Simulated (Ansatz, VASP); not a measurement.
## One calculation of Ti, two programs

```xyz
7
Lattice="3.2518 0.0000 0.0000 0.0000 3.2518 0.0000 0.0000 0.0000 24.7554" Properties=species:S:1:pos:R:3 pbc="T T T"
Ti    1.6259    1.6259    7.6111
Ti    0.0000    0.0000    9.1370
Ti    1.6259    1.6259   10.7506
Ti    0.0000    0.0000   12.3777
Ti    1.6259    1.6259   14.0048
Ti    0.0000    0.0000   15.6184
Ti    1.6259    1.6259   17.1442
```

Alike in both runs: functional r2SCAN; k mesh 11 × 11 × 1; occupations gaussian, width 0.1 eV; no spin polarisation.

Ansatz relaxed the structure, and its values are those at the end. VASP's run is a single point on that final structure, the one shown.

|  | VASP | Ansatz |
| --- | --- | --- |
| version | VASP 6.6.1 | Ansatz 0.2.0 |
| potentials or method | VASP PAW PBE potentials, release 64 (Ti_sv), cutoff 520 eV | scalar-relativistic, plane waves, PAW |
| valence electrons in the cell | 84 | 84 |

|  | VASP | Ansatz | Ansatz less VASP |
| --- | --- | --- | --- |
| gap on the k mesh at the Fermi level (eV) | none | none | - |
| rms of the force components (eV/Å) | 0.011 | 0.005 | -0.0060 |

VASP's potentials were made for PBE, not for r2SCAN. A gap of «none» marks a metal or a gap that the smearing closes.
